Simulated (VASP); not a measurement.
A run of VASP 6.6.1 is set up as follows.

Contents of INCAR:

```
SYSTEM = Ni
ALGO = Normal
EDIFF = 1E-6
ENCUT = 600
GGA = PE
GGA_COMPAT = .False.
ISIF = 2
ISMEAR = -1
ISPIN = 2
LASPH = .True.
LCHARG = .False.
LMAXMIX = 4
LORBIT = 11
LREAL = .False.
LWAVE = .False.
MAGMOM = 1.5
NBANDS = 15
NELM = 200
PREC = Accurate
SIGMA = 0.1
```

The input KPOINTS:

```
k-points
0
Gamma
  14 14 14
  0 0 0
```

The input POSCAR:

```
Ni
1.0
    0.0000000000      1.7602409189      1.7602409189
    1.7602409189      0.0000000000      1.7602409189
    1.7602409189      1.7602409189      0.0000000000
Ni
1
Direct
    0.0000000000      0.0000000000      0.0000000000
```

Potentials or basis: VASP PAW PBE potentials, release 64 (Ni).

Run with:

```console
$ cat potpaw_PBE.64/Ni/POTCAR > POTCAR
$ mpirun -np 1 vasp_std > vasp.out
```

Question: Predict the pressure.

Answer: -0.1 GPa.

Question: What does it give for the site moments?

Answer: Ni +0.61 μB.

Question: Predict the net moment.

Answer: 0.59 μB per cell.
